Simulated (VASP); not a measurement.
Write the native input for VASP 6.6.1 that does the following.

* Task: single point
* Functional: PBEsol
* Dispersion: D3(BJ)
* Potentials or basis: VASP PAW PBE potentials, release 64 (Mo_sv, S)
* Cutoff: 520 eV
* k mesh: 14 × 14 × 3
* Occupations: gaussian, width 0.15 eV
* Spin: no spin polarisation
* Dipole correction: no
* Further INCAR settings: ALGO = Normal; EDIFF = 1e-06; NBANDS = 49

The structure of MoS2 lies in POSCAR:

```
MoS2
1.0
   -3.0798097231      0.0000000000      0.0000000000
   -1.5399048616     -2.6671934590      0.0000000000
   -1.8478858339     -1.0668773836     17.1411508765
Mo S
3 6
Direct
    0.5990412088      0.5990412088      0.1690636447
    0.6618185995     -0.3381814005      0.8454535013
    0.1304299041      0.1304299041      0.5072585730
    0.2909208320      0.2909208320      0.9393645867
    0.7595321367     -0.2404678633      0.6011696583
    0.2281434413      0.2281434413      0.2629747300
    0.5013276716      0.5013276716      0.4133474877
    0.9699389763     -0.0300610237      0.0751525593
    0.0327163669      0.0327163669      0.7515424160
```

This cell differs from its parent crystal: the part above a cut slid along it.

The input as run:

INCAR

```
PREC = Accurate
ENCUT = 520
EDIFF = 1E-6
ISMEAR = 0
SIGMA = 0.15
LREAL = F
LASPH = T
NELM = 100
ALGO = Normal
ISIF = 2
LWAVE = F
LCHARG = T
GGA = PS
IVDW = 12
LELF = T
LVHAR = T
NBANDS = 49
```

KPOINTS

```
Automatic mesh
0
Gamma
  14 14 3
```

Potentials or basis: VASP PAW PBE potentials, release 64 (Mo_sv, S).

Command:

```bash
$ cat potpaw_PBE.64/Mo_sv/POTCAR potpaw_PBE.64/S/POTCAR > POTCAR
$ mpirun -np 1 vasp_std > vasp.out
```

Results of the run:

- Pressure: 0.9 GPa
- Largest force: 0.580 eV/Å
- Band gap on the k mesh: zero (bands 39 and 40 overlap by 0.70 eV)
- Dispersion energy per atom: -0.421 eV

Caveat: the cell differs from its parent crystal (the part above a cut slid along it); the PAW data sets were made with another functional, which shifts forces and pressure a little.

It took 17 min on 1 thread of Intel(R) Xeon(R) Platinum 8488C (Sapphire Rapids), with other jobs on the host, peak memory 0.83 GiB.
